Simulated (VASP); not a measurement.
A run of VASP 6.6.1 is set up as follows.

File INCAR:

```
SYSTEM = MgSe
ALGO     = Normal         ! electronic algorithm
EDIFF    = 1E-6           ! SCF threshold, eV
ENCUT    = 600            ! plane-wave cutoff, eV
GGA      = PE             ! functional
GGA_COMPAT= .FALSE.      
ISIF     = 2              ! what is computed and relaxed
ISMEAR   = 0              ! smearing method
IVDW     = 12             ! dispersion correction
LASPH    = .TRUE.         ! aspherical terms in the spheres
LCHARG   = .FALSE.        ! write CHGCAR
LREAL    = .FALSE.        ! projectors in reciprocal space
LWAVE    = .FALSE.        ! write WAVECAR
NBANDS   = 11             ! bands
NELM     = 120            ! most SCF steps
PREC     = Accurate       ! precision mode
SIGMA    = 0.02           ! smearing width, eV
```

Contents of KPOINTS:

```
k-points
0
G
  8 8 8
  0 0 0
```

The input POSCAR:

```
MgSe
1.0
    0.0000000000      2.7119925112      2.7119925112
    2.7119925112      0.0000000000      2.7119925112
    2.7119925112      2.7119925112      0.0000000000
Mg Se
1 1
Direct
    0.0000000000      0.0000000000      0.0000000000
    0.5000000000      0.5000000000      0.5000000000
```

Potentials or basis: VASP PAW PBE potentials, release 64 (Mg, Se).

Command:

```console
$ cat potpaw_PBE.64/Mg/POTCAR potpaw_PBE.64/Se/POTCAR > POTCAR
$ mpirun -np 1 vasp_std > vasp.out
```

Task: Predict the band gap on the k mesh.

Result: 1.83 eV, indirect (least direct gap 2.70 eV).

Task: Predict the dispersion energy per atom.

Result: -0.379 eV.

Task: What does it give for the pressure?

Result: -0.1 GPa.

A k mesh can miss the band edges. Expect the measured gap to be larger: semilocal functionals such as PBE lack the derivative discontinuity.
